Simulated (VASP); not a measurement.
**SiNi3: single point with LDA**

Crystal: SiNi3.

```
Ni Si
1.0
     3.56546    0.00000    0.00000
     0.00000    3.56546    0.00000
     0.00000    0.00000    3.56546
Ni Si
3 1
Direct
  0.50000 0.50000 0.00000
  0.50000 0.00000 0.50000
  0.00000 0.50000 0.50000
  0.00000 0.00000 0.00000
```

```yaml
Program: VASP 6.6.1
Task: single point
Functional: LDA
Potentials_or_basis: VASP PAW LDA potentials, release 64 (Ni, Si)
Cutoff: 520 eV
k_mesh: 8 × 8 × 8
Occupations: fermi-dirac, width 0.05 eV
Spin: collinear spin, ferromagnetic start
Starting_moments: "[1.0, 1.0, 1.0, 0.0] μB"
```

| Item | Value |
| --- | --- |
| Pressure | -22.7 GPa |
| Band gap on the k mesh | zero (filled and empty bands overlap) |
| Net moment | 0.00 μB per cell |
| Valence electrons inside the program's atomic spheres | Ni 9.39; Si 1.53 |

Levels at points of the mesh, in eV from the Fermi level:
Spin up:
```csv
k point,band 13,band 14,band 15,band 16,band 17,band 18,band 19,band 20,band 21,band 22
"(0.00, 0.00, 0.00)",-0.77,-0.56,-0.56,-0.28,0.01,0.01,0.01,4.33,6.15,6.15
"(0.50, 0.00, 0.00)",-1.24,-1.18,-1.06,-0.50,0.01,3.44,3.44,4.77,5.17,5.17
"(0.50, 0.50, 0.00)",-1.32,-1.30,-1.04,-0.94,-0.90,0.61,0.61,5.32,6.10,7.53
"(0.50, 0.50, 0.50)",-1.32,-1.16,-1.16,-0.25,-0.20,-0.20,-0.20,0.99,3.81,3.81
```
Spin down:
| k point | band 13 | band 14 | band 15 | band 16 | band 17 | band 18 | band 19 | band 20 | band 21 | band 22 |
| --- | --- | --- | --- | --- | --- | --- | --- | --- | --- | --- |
| (0.00, 0.00, 0.00) | -0.77 | -0.56 | -0.56 | -0.27 | 0.01 | 0.01 | 0.01 | 4.33 | 6.15 | 6.15 |
| (0.50, 0.00, 0.00) | -1.24 | -1.18 | -1.06 | -0.50 | 0.02 | 3.44 | 3.44 | 4.77 | 5.17 | 5.17 |
| (0.50, 0.50, 0.00) | -1.32 | -1.30 | -1.04 | -0.94 | -0.90 | 0.61 | 0.61 | 5.32 | 6.10 | 7.53 |
| (0.50, 0.50, 0.50) | -1.32 | -1.16 | -1.16 | -0.25 | -0.20 | -0.20 | -0.20 | 0.99 | 3.81 | 3.81 |

It took 2.7 min on 1 thread of Intel Xeon 8259CL, with other jobs on the host, peak memory 0.19 GiB.

Caveat: the cell stands under tension; the moments typed at the start vanished in this run.
